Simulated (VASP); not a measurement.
# Ca2C (Pnma) in VASP: a series of runs

Ca2C is run at these levels: PBE; tasks: single point.

Everything below comes from runs of VASP 6.6.1. Logs are shortened: lines on timing, memory, paths and dates and some standing lists are left out, and cuts for length are marked.

## (1) The cell of the first run

The structure is orthorhombic, space group Pnma (No. 62). Conventional cell: a = 6.469 Å, b = 4.193 Å, c = 7.573 Å, α = 90.00°, β = 90.00°, γ = 90.00°. Within 3.4 Å of Ca (site symmetry m) lie 4 C at 2.52 to 2.59 Å and 8 Ca at 2.97 to 3.32 Å. Ca (site symmetry m) has 6 C at 2.48 to 3.63 Å and 10 Ca at 2.97 to 3.48 Å within 3.7 Å. Within 3.3 Å of C (site symmetry m) lie 9 Ca at 2.48 to 3.18 Å.

## (2) Single point, PBE (17.12 Å³/atom)

The input, INCAR:

```
SYSTEM = Ca2C
PREC = Accurate
ENCUT = 520
EDIFF = 1E-6
ISMEAR = 0
SIGMA = 0.02
LREAL = .False.
LASPH = .True.
NELM = 60
ALGO = Normal
ISIF = 2
LWAVE = .False.
LCHARG = .False.
GGA = PE
NBANDS = 60
```

The input, KPOINTS:

```
Automatic mesh
0
Gamma
  4 6 4
  0 0 0
```

The input, POSCAR:

```
Ca2C
1.0
    6.4691082693      0.0000000000      0.0000000000
    0.0000000000      4.1930386447      0.0000000000
    0.0000000000      0.0000000000      7.5733831408
Ca C
8 4
Direct
    0.3560965536      0.7500000000      0.0900088372
    0.6439034464      0.2500000000      0.9099911628
    0.8560965536      0.7500000000      0.4099911628
    0.1439034464      0.2500000000      0.5900088372
    0.0125699004      0.2500000000      0.1655912994
    0.9874300996      0.7500000000      0.8344087006
    0.5125699004      0.2500000000      0.3344087006
    0.4874300996      0.7500000000      0.6655912994
    0.7522476991      0.2500000000      0.5900362573
    0.2477523009      0.7500000000      0.4099637427
    0.2522476991      0.2500000000      0.9099637427
    0.7477523009      0.7500000000      0.0900362573
```

Potentials or basis: VASP PAW PBE potentials, release 64 (Ca_sv, C).

Run with:

```sh
$ cat potpaw_PBE.64/Ca_sv/POTCAR potpaw_PBE.64/C/POTCAR > POTCAR
$ mpirun -np 1 vasp_std > vasp.out
```

OUTCAR:

```text
SYSTEM = Ca2C
   PREC = Accurate
   ENCUT = 520
   EDIFF = 1E-6
   ISMEAR = 0
   LREAL = .False.
   LASPH = .True.
   NELM = 60
   ISIF = 2
   GGA = PE

 ion  position               nearest neighbor table
   1  0.356  0.750  0.090-  10 2.52  12 2.53  11 2.59  11 2.59   7 2.97   7 2.97   6 3.07   5 3.11
                             5 3.11   2 3.12   2 3.12
   2  0.644  0.250  0.910-   9 2.52  11 2.53  12 2.59  12 2.59   8 2.97   8 2.97   5 3.07   6 3.11
                             6 3.11   1 3.12   1 3.12
   3  0.856  0.750  0.410-  12 2.52  10 2.53   9 2.59   9 2.59   5 2.97   5 2.97   8 3.07   7 3.11
                             7 3.11   4 3.12   4 3.12
   4  0.144  0.250  0.590-  11 2.52   9 2.53  10 2.59  10 2.59   6 2.97   6 2.97   7 3.07   8 3.11
                             8 3.11   3 3.12   3 3.12
   5  0.013  0.250  0.166-  11 2.48   3 2.97   3 2.97   2 3.07   1 3.11   1 3.11
   6  0.987  0.750  0.834-  12 2.48   4 2.97   4 2.97   1 3.07   2 3.11   2 3.11
   7  0.513  0.250  0.334-   9 2.48   1 2.97   1 2.97   4 3.07   3 3.11   3 3.11
   8  0.487  0.750  0.666-  10 2.48   2 2.97   2 2.97   3 3.07   4 3.11   4 3.11
   9  0.752  0.250  0.590-   7 2.48   2 2.52   4 2.53   3 2.59   3 2.59
  10  0.248  0.750  0.410-   8 2.48   1 2.52   3 2.53   4 2.59   4 2.59
  11  0.252  0.250  0.910-   5 2.48   4 2.52   2 2.53   1 2.59   1 2.59
  12  0.748  0.750  0.090-   6 2.48   3 2.52   1 2.53   2 2.59   2 2.59

  LATTYP: Found a simple orthorhombic cell.
 ALAT       =     4.1930386447
 B/A-ratio  =     1.5428210464
 C/A-ratio  =     1.8061801435

  Lattice vectors:

 A1 = (   0.0000000000,  -4.1930386447,   0.0000000000)
 A2 = (   6.4691082693,   0.0000000000,   0.0000000000)
 A3 = (   0.0000000000,   0.0000000000,   7.5733831408)

Analysis of symmetry for initial positions (statically):
=====================================================================
 Subroutine PRICEL returns:
 Original cell was already a primitive cell.

 Routine SETGRP: Setting up the symmetry group for a
 simple orthorhombic supercell.

 Subroutine GETGRP returns: Found  8 space group operations
 (whereof  2 operations were pure point group operations)
 out of a pool of  8 trial point group operations.

The static configuration has the point symmetry S_2 .
 The point group associated with its full space group is D_2h.

Analysis of symmetry for dynamics (positions and initial velocities):
=====================================================================
 Subroutine PRICEL returns:
 Original cell was already a primitive cell.

 Routine SETGRP: Setting up the symmetry group for a
 simple orthorhombic supercell.
[... 140 lines left out ...]
   EFERMI =   0.00;   METHOD = LEGACY
   ISMEAR =     0;   SIGMA  =   0.02  broadening in eV -4-tet -1-fermi 0-gaus
   EFERMI_NEDOS =   21; number of points for ismear=-14 and -15
   IALGO  =     38    algorithm
   IMIX   =      4    mixing-type and parameters
     AMIX     =   0.40;   BMIX     =  1.00
     AMIX_MAG =   1.60;   BMIX_MAG =  1.00
  volume/ion in A,a.u.               =      17.12       115.53
  Fermi-wavevector in a.u.,A,eV,Ry     =   1.270411  2.400728 21.959035  1.613944
  Thomas-Fermi vector in A             =   2.403400
   LORBIT       =      0    0 simple, 1 ext, 2 COOP (PROOUT), +10 PAW based schemes
   GGA     = PE    functional components
   LHFCALC =     F    Hartree Fock is set to
   AEXX    =    0.0000 exact exchange contribution
   IVDW    =     0    specifies the selected vdW correction
   LEPSILON=     F    determine dielectric tensor
   LRPA    =     F    only Hartree local field effects (RPA)
 non-spin polarized calculation
 Gauss-broadening in eV      SIGMA  =   0.02
  energy-cutoff  :      520.00
  volume of cell :      205.43
 maximum number of plane-waves:      5576
   NGX = 25   NGY = 15   NGZ = 29

 number of electron      95.9999999 magnetization

 Free energy of the ion-electron system (eV)
  ---------------------------------------------------
  ext. energy  EPLUGINS =         0.00000000
  ---------------------------------------------------
  free energy    TOTEN  =       -47.20822744 eV

  energy without entropy =      -47.20822744  energy(sigma->0) =      -47.20822744

 E-fermi :   4.4857     XC(G=0): -10.3088

 val. band max:        4.3547416068   @ k =   0.0000   0.0000   0.0000
 cond. band min:       5.0440669256   @ k =   0.0000   0.0000   0.0000
 fundamental gap:      0.6893253188
 Fermi energy:         4.4857404908

 k-point     1 :       0.0000    0.0000    0.0000
  band No.  band energies     occupation
      1     -35.9304      2.00000
      2     -35.8790      2.00000
      3     -35.8648      2.00000
      4     -35.8357      2.00000
      5     -35.3173      2.00000
      6     -35.2920      2.00000
[... 1501 lines left out ...]
     59       7.7249      0.00000
     60       7.7249      0.00000

 [... further k-points ...]

------------------------ aborting loop because EDIFF is reached ----------------------------------------

  FORCE on cell =-STRESS in cart. coord.  units (eV):
  Direction    XX          YY          ZZ          XY          YZ          ZX
  --------------------------------------------------------------------------------------
  -------------------------------------------------------------------------------------
  Total       10.2601005     10.1859903     10.3036521     -0.0000000      0.0000000      0.0000000
  in kB       80.0200807     79.4420840     80.3597462     -0.0000000      0.0000000      0.0000000
  external PRESSURE =      79.9406370 kB  Pullay stress =       0.0000000 kB

 VOLUME and BASIS-vectors are now :
 -----------------------------------------------------------------------------
  energy-cutoff  :      520.00
  volume of cell :      205.43
      direct lattice vectors                 reciprocal lattice vectors
     6.469108269  0.000000000  0.000000000     0.154580811  0.000000000  0.000000000
     0.000000000  4.193038645  0.000000000     0.000000000  0.238490528  0.000000000
     0.000000000  0.000000000  7.573383141     0.000000000  0.000000000  0.132041385

 POSITION                                       TOTAL-FORCE (eV/Angst)
 -----------------------------------------------------------------------------------
      2.30363      3.14478      0.68167        -0.001760      0.000000      0.001066
      4.16548      1.04826      6.89171         0.001760      0.000000     -0.001066
      5.53818      3.14478      3.10502        -0.001760      0.000000     -0.001066
      0.93093      1.04826      4.46836         0.001760     -0.000000      0.001066
      0.08132      1.04826      1.25409         0.000238     -0.000000      0.012427
      6.38779      3.14478      6.31930        -0.000238      0.000000     -0.012427
      3.31587      1.04826      2.53261         0.000238      0.000000     -0.012427
      3.15324      3.14478      5.04078        -0.000238     -0.000000      0.012427
      4.86637      1.04826      4.46857         0.004756      0.000000      0.006434
      1.60274      3.14478      3.10481        -0.004756      0.000000     -0.006434
      1.63182      1.04826      6.89150         0.004756      0.000000     -0.006434
      4.83729      3.14478      0.68188        -0.004756      0.000000      0.006434
 -----------------------------------------------------------------------------------
    total drift:                                0.000000     -0.000000     -0.000000

  FREE ENERGIE OF THE ION-ELECTRON SYSTEM (eV)
  ---------------------------------------------------
  free  energy   TOTEN  =       -47.2082274404 eV

  energy  without entropy=      -47.2082274404  energy(sigma->0) =      -47.20822744
```

It took 4.9 min on 1 thread of Intel Xeon Platinum 8375C at 2.90GHz (Ice Lake), shared host; peak memory 0.46 GiB.

What came out:

- Free energy: -47.2082 eV
- Pressure: 8.0 GPa
- Largest force: 0.012 eV/Å
- Band gap on the k mesh: 0.69 eV

Forces in eV/Å, atoms in the order of the input:
```
Ca  -0.002  0.000  0.001
Ca   0.002  0.000 -0.001
Ca  -0.002  0.000 -0.001
Ca   0.002  0.000  0.001
Ca   0.000  0.000  0.012
Ca   0.000  0.000 -0.012
Ca   0.000  0.000 -0.012
Ca   0.000  0.000  0.012
C    0.005  0.000  0.006
C   -0.005  0.000 -0.006
C    0.005  0.000 -0.006
C   -0.005  0.000  0.006
```

Caveat: the cell stands under pressure.

## (3) Single point, PBE (18.87 Å³/atom)

This run uses another cell than the first one, of 18.87 Å³/atom.

The input, INCAR:

```
SYSTEM = Ca2C
  PREC = Accurate
  ENCUT = 520
  EDIFF = 1E-7
  ISMEAR = 0
  SIGMA = 0.02
  LREAL = .False.
  LASPH = .True.
  NELM = 60
  ALGO = Normal
  ISIF = 2
  LWAVE = .False.
  LCHARG = .False.
  GGA = PE
  NBANDS = 60
```

The input, KPOINTS:

```
regular mesh
0
Gamma
  4 6 4
  0 0 0
```

The input, POSCAR:

```
Ca2C
1.0
    6.6483632042      0.0000000000      0.0000000000
    0.0000000000      4.3377473706      0.0000000000
    0.0000000000      0.0000000000      7.8518732981
Ca C
8 4
Direct
    0.3619154456      0.7500000000      0.0925453653
    0.6380845544      0.2500000000      0.9074546347
    0.8619154456      0.7500000000      0.4074546347
    0.1380845544      0.2500000000      0.5925453653
    0.0089649514      0.2500000000      0.1581979184
    0.9910350486      0.7500000000      0.8418020816
    0.5089649514      0.2500000000      0.3418020816
    0.4910350486      0.7500000000      0.6581979184
    0.7495347245      0.2500000000      0.5867843019
    0.2504652755      0.7500000000      0.4132156981
    0.2495347245      0.2500000000      0.9132156981
    0.7504652755      0.7500000000      0.0867843019
```

Potentials or basis: VASP PAW PBE potentials, release 64 (Ca_sv, C).

Run with:

```sh
$ cat potpaw_PBE.64/Ca_sv/POTCAR potpaw_PBE.64/C/POTCAR > POTCAR
$ mpirun -np 1 vasp_std > vasp.out
```

OUTCAR:

```text
SYSTEM = Ca2C
   PREC = Accurate
   ENCUT = 520
   EDIFF = 1E-7
   ISMEAR = 0
   LREAL = .False.
   LASPH = .True.
   NELM = 60
   ISIF = 2
   GGA = PE

 ion  position               nearest neighbor table
   1  0.362  0.750  0.093-  12 2.58   7 3.08   7 3.08   6 3.16
   2  0.638  0.250  0.907-  11 2.58   8 3.08   8 3.08   5 3.16
   3  0.862  0.750  0.407-  10 2.58   5 3.08   5 3.08   8 3.16
   4  0.138  0.250  0.593-   9 2.58   6 3.08   6 3.08   7 3.16
   5  0.009  0.250  0.158-  11 2.50   3 3.08   3 3.08   2 3.16
   6  0.991  0.750  0.842-  12 2.50   4 3.08   4 3.08   1 3.16
   7  0.509  0.250  0.342-   9 2.50   1 3.08   1 3.08   4 3.16
   8  0.491  0.750  0.658-  10 2.50   2 3.08   2 3.08   3 3.16
   9  0.750  0.250  0.587-   7 2.50   4 2.58
  10  0.250  0.750  0.413-   8 2.50   3 2.58
  11  0.250  0.250  0.913-   5 2.50   2 2.58
  12  0.750  0.750  0.087-   6 2.50   1 2.58

  LATTYP: Found a simple orthorhombic cell.
 ALAT       =     4.3377473706
 B/A-ratio  =     1.5326764415
 C/A-ratio  =     1.8101269224

  Lattice vectors:

[... 1717 lines left out ...]
     59       6.9894      0.00000
     60       6.9894      0.00000

 [... further k-points ...]

------------------------ aborting loop because EDIFF is reached ----------------------------------------

  FORCE on cell =-STRESS in cart. coord.  units (eV):
  Direction    XX          YY          ZZ          XY          YZ          ZX
  --------------------------------------------------------------------------------------
  -------------------------------------------------------------------------------------
  Total        2.3927877      2.3732118      2.3640397     -0.0000000      0.0000000      0.0000000
  in kB       16.9302153     16.7917052     16.7268077     -0.0000000      0.0000000      0.0000000
  external PRESSURE =      16.8162427 kB  Pullay stress =       0.0000000 kB

 VOLUME and BASIS-vectors are now :
 -----------------------------------------------------------------------------
  energy-cutoff  :      520.00
  volume of cell :      226.44
      direct lattice vectors                 reciprocal lattice vectors
     6.648363204  0.000000000  0.000000000     0.150412962  0.000000000  0.000000000
     0.000000000  4.337747371  0.000000000     0.000000000  0.230534403  0.000000000
     0.000000000  0.000000000  7.851873298     0.000000000  0.000000000  0.127358143

 POSITION                                       TOTAL-FORCE (eV/Angst)
 -----------------------------------------------------------------------------------
      2.40615      3.25331      0.72665         0.001587      0.000000      0.001184
      4.24222      1.08444      7.12522        -0.001587      0.000000     -0.001184
      5.73033      3.25331      3.19928         0.001587      0.000000     -0.001184
      0.91804      1.08444      4.65259        -0.001587      0.000000      0.001184
      0.05960      1.08444      1.24215         0.000503     -0.000000      0.017534
      6.58876      3.25331      6.60972        -0.000503      0.000000     -0.017534
      3.38378      1.08444      2.68379         0.000503      0.000000     -0.017534
      3.26458      3.25331      5.16809        -0.000503      0.000000      0.017534
      4.98318      1.08444      4.60736        -0.000777      0.000000      0.010980
      1.66518      3.25331      3.24452         0.000777     -0.000000     -0.010980
      1.65900      1.08444      7.17045        -0.000777     -0.000000     -0.010980
      4.98937      3.25331      0.68142         0.000777      0.000000      0.010980
 -----------------------------------------------------------------------------------
    total drift:                                0.000000      0.000000      0.000000

  FREE ENERGIE OF THE ION-ELECTRON SYSTEM (eV)
  ---------------------------------------------------
  free  energy   TOTEN  =       -47.8120459823 eV

  energy  without entropy=      -47.8120459823  energy(sigma->0) =      -47.81204598
```

OSZICAR:

```text
N       E                     dE             d eps       ncg     rms          rms(c)
DAV:   1     0.105077109331E+04    0.10508E+04   -0.47391E+04  4320   0.158E+03
DAV:   2     0.455224788705E+02   -0.10052E+04   -0.98105E+03  4392   0.487E+02
DAV:   3    -0.485074492953E+02   -0.94030E+02   -0.90376E+02  6520   0.110E+02
DAV:   4    -0.556914649803E+02   -0.71840E+01   -0.71396E+01  6568   0.280E+01
DAV:   5    -0.563388706408E+02   -0.64741E+00   -0.64660E+00  6504   0.679E+00    0.171E+01
DAV:   6    -0.483073562381E+02    0.80315E+01   -0.75834E+01  5100   0.175E+01    0.846E+00
DAV:   7    -0.478690272297E+02    0.43833E+00   -0.93055E+00  5448   0.760E+00    0.328E+00
DAV:   8    -0.478244587615E+02    0.44568E-01   -0.84139E-01  5696   0.315E+00    0.111E+00
DAV:   9    -0.478096852056E+02    0.14774E-01   -0.16945E-01  6448   0.110E+00    0.335E-01
DAV:  10    -0.478115273560E+02   -0.18422E-02   -0.15790E-02  6384   0.399E-01    0.168E-01
DAV:  11    -0.478122148897E+02   -0.68753E-03   -0.33067E-03  6024   0.170E-01    0.990E-02
DAV:  12    -0.478120393034E+02    0.17559E-03   -0.12322E-03  5672   0.115E-01    0.211E-02
DAV:  13    -0.478120463811E+02   -0.70776E-05   -0.62715E-05  6848   0.291E-02    0.367E-03
DAV:  14    -0.478120464951E+02   -0.11402E-06   -0.32525E-06  6064   0.664E-03    0.196E-03
DAV:  15    -0.478120460009E+02    0.49414E-06   -0.50665E-07  4472   0.224E-03    0.443E-04
DAV:  16    -0.478120459823E+02    0.18654E-07   -0.76306E-08  2856   0.117E-03
   1 F= -.47812046E+02 E0= -.47812046E+02  d E =-.380933E-48
```

Run time: 10 min. Hardware: 1 thread of Intel Xeon Platinum 8259CL at 2.50GHz (Skylake/Cascade Lake), shared host; peak memory 0.5 GiB.

Results:

```
Free energy            : -47.8120 eV
Pressure               : 1.7 GPa
Largest force          : 0.018 eV/Å
Band gap on the k mesh : 0.81 eV
```

Forces on the atoms (eV/Å):
```
Ca   0.002  0.000  0.001
Ca  -0.002  0.000 -0.001
Ca   0.002  0.000 -0.001
Ca  -0.002  0.000  0.001
Ca   0.001  0.000  0.018
Ca  -0.001  0.000 -0.018
Ca   0.001  0.000 -0.018
Ca  -0.001  0.000  0.018
C   -0.001  0.000  0.011
C    0.001  0.000 -0.011
C   -0.001  0.000 -0.011
C    0.001  0.000  0.011
```

Levels at points of the mesh, in eV from the valence-band top:
```csv
k point,band 44,band 45,band 46,band 47,band 48,band 49,band 50,band 51,band 52,band 53
"(0.00, 0.00, 0.00)",-0.68,-0.65,-0.24,-0.12,0.00,0.81,1.29,1.59,2.23,2.40
"(0.50, 0.00, 0.00)",-0.68,-0.60,-0.60,-0.32,-0.32,1.39,1.39,2.57,2.57,2.67
"(0.00, 0.50, 0.00)",-0.67,-0.38,-0.38,-0.28,-0.28,1.60,1.60,2.10,2.10,2.27
"(0.50, 0.50, 0.00)",-0.71,-0.35,-0.35,-0.35,-0.35,1.97,1.97,1.97,1.97,2.56
"(0.00, 0.00, 0.50)",-0.80,-0.21,-0.21,-0.06,-0.06,1.45,1.45,2.14,2.14,2.21
"(0.50, 0.00, 0.50)",-0.59,-0.43,-0.43,-0.23,-0.23,1.61,1.61,2.34,2.34,2.66
"(0.00, 0.50, 0.50)",-0.57,-0.38,-0.38,-0.33,-0.33,1.44,1.44,1.49,1.49,2.30
"(0.50, 0.50, 0.50)",-0.57,-0.25,-0.25,-0.25,-0.25,1.91,1.91,1.91,1.91,2.23
```
